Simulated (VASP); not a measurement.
Runs of VASP 6.6.1 on Be. The structure is that of space group Fd-3m (No. 227), or close to it. The cells are those of the table. 

```csv
task,cell,cutoff (eV),gap on the mesh (eV),pressure (GPa)
single point,"a = 3.369 Å, angles 60.0°, 2 atoms",520,none,6.2
single point,"a = 3.468 Å, angles 60.0°, 2 atoms",520,none,1.7
single point,"a = 3.607 Å, angles 60.0°, 2 atoms",520,none,(a)
single point,"a = 3.562 Å, angles 60.0°, 2 atoms",520,none,-1.4
relaxation of cell and atoms,"relaxed from a = 3.141 Å, angles 60.0°, 2 atoms",600,none,-0.1
```

Alike in all rows: level BLYP; potentials or basis VASP PAW PBE potentials, release 64 (Be); no spin polarisation; k mesh 12 × 12 × 12; smearing fermi-dirac 0.1 eV.

Question: Fill in the values left out.

Answer: (a) -2.6.

Caveats: the PAW data sets were made with another functional, which shifts forces and pressure a little.

A gap of «none» marks levels without a gap at the run's occupations.
